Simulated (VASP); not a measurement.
Al: single point with PBEsol

The system is Al.

```xyz
2
Lattice="2.8125 0.0094 0.0094 -1.3981 2.4310 0.0034 0.0162 0.0162 4.8669" Properties=species:S:1:pos:R:3 pbc="T T T"
Al    1.4211    0.8287    3.6575
Al    0.0095    1.6278    1.2221
```

```
Program             : VASP 6.6.1
Task                : single point
Functional          : PBEsol
Potentials or basis : VASP PAW PBE potentials, release 64 (Al)
Cutoff              : 520 eV
k mesh              : 14 × 14 × 7
Occupations         : fermi-dirac, width 0.05 eV
Spin                : no spin polarisation
```

```
Pressure               : -1.3 GPa
Band gap on the k mesh : zero (bands 3 and 4 overlap by 5.35 eV)
```

Stress tensor (GPa, compression positive):
```
-0.69 -0.49 -0.27
-0.49 -0.67 -0.27
-0.27 -0.27 -2.67
```

Levels at points of the mesh, in eV from the Fermi level:
```
           k point  band 1  band 2  band 3  band 4  band 5  band 6
(0.00, 0.00, 0.00)  -11.02   -5.02   -4.79   11.17   11.39   11.54
(0.50, 0.00, 0.00)   -5.02   -4.91    0.51    0.73    1.28    1.52
(0.00, 0.50, 0.00)   -4.98   -4.88    0.57    0.73    1.34    1.52
(0.50, 0.50, 0.00)   -4.94   -4.86    0.66    0.72    1.42    1.51
```

Wall time 100 s on 1 thread of AMD EPYC 9R45 96-Core Processor (Zen 5), on a shared host, peak memory 0.26 GiB.

Caveat: the PAW data sets were made with another functional, which shifts forces and pressure a little.
